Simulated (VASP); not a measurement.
A run of VASP 6.6.1:

The input INCAR:

```
PREC = Accurate
ENCUT = 600
EDIFF = 1E-6
ISMEAR = 1
SIGMA = 0.01
LREAL = False
LASPH = True
NELM = 120
ALGO = Normal
ISIF = 2
LWAVE = False
LCHARG = False
GGA = CA
NBANDS = 53
GGA_COMPAT = False
```

The input KPOINTS:

```
Automatic mesh
0
Gamma
  4 4 4
```

File POSCAR:

```
BaCaGaBiO6
1.0
    0.0000000000      4.1139350000      4.1139350000
    4.1139350000      0.0000000000      4.1139350000
    4.1139350000      4.1139350000      0.0000000000
Ba Ca Ga Bi O
1 1 1 1 6
Direct
    0.7500000000      0.7500000000      0.7500000000
    0.2500000000      0.2500000000      0.2500000000
    0.5000000000      0.5000000000      0.5000000000
    0.0000000000      0.0000000000      0.0000000000
    0.7426000000      0.2574000000      0.2574000000
    0.2574000000      0.2574000000      0.7426000000
    0.7426000000      0.7426000000      0.2574000000
    0.7426000000      0.2574000000      0.7426000000
    0.2574000000      0.7426000000      0.2574000000
    0.2574000000      0.7426000000      0.7426000000
```

Potentials or basis: VASP PAW LDA potentials, release 64 (Ba_sv, Ca_sv, Ga_d, Bi_d, O).

Command:

```bash
$ cat potpaw_LDA.64/Ba_sv/POTCAR potpaw_LDA.64/Ca_sv/POTCAR potpaw_LDA.64/Ga_d/POTCAR potpaw_LDA.64/Bi_d/POTCAR potpaw_LDA.64/O/POTCAR > POTCAR
$ mpirun -np 1 vasp_std > vasp.out
```

Hardware: 1 thread of Intel(R) Xeon(R) Platinum 8375C CPU @ 2.90GHz (Ice Lake), with other jobs on the host.

**Question.** How long does it take, and how much memory?

**Answer.** Wall time 2.2 min on 1 thread of Intel(R) Xeon(R) Platinum 8375C CPU @ 2.90GHz (Ice Lake) (shared host), peak memory 0.32 GiB. Counts: scf iterations 15, k points 8.
